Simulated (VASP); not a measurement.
## SiC: single point with HSE06

Crystal: SiC.

```
Si C
1.0
     0.00000    2.01387    2.01387
     2.01387    0.00000    2.01387
     2.01387    2.01387    0.00000
Si C
1 1
Direct
  0.00000 0.00000 0.00000
  0.50000 0.50000 0.50000
```

| Item | Value |
| --- | --- |
| Program | VASP 6.6.1 |
| Task | single point |
| Functional | HSE06 |
| Potentials or basis | VASP PAW PBE potentials, release 64 (Si, C) |
| Cutoff | 520 eV |
| k mesh | 6 × 6 × 6 |
| Occupations | fermi-dirac, width 0.02 eV |
| Spin | no spin polarisation |

```json
{
 "Pressure": "-3.2 GPa",
 "Band gap on the k mesh": "zero (bands 4 and 5 overlap by 0.29 eV)"
}
```

Levels at points of the mesh, in eV from the Fermi level:
| k point | band 2 | band 3 | band 4 | band 5 | band 6 | band 7 |
| --- | --- | --- | --- | --- | --- | --- |
| (0.00, 0.00, 0.00) | 0.08 | 0.08 | 0.08 | 9.22 | 10.13 | 10.13 |
| (0.50, 0.00, 0.00) | -12.76 | -1.15 | -1.15 | 6.39 | 6.39 | 7.16 |
| (0.50, 0.50, 0.00) | -10.88 | -4.76 | -4.76 | -0.21 | 3.33 | 17.05 |

Run time: 3.7 min on 1 thread of AMD EPYC 7R13 Processor (Zen 3) (shared host), peak memory 0.21 GiB.

Caveat: the k points lie up to 0.45 Å⁻¹ apart; the PAW data sets were made with another functional, which shifts forces and pressure a little.
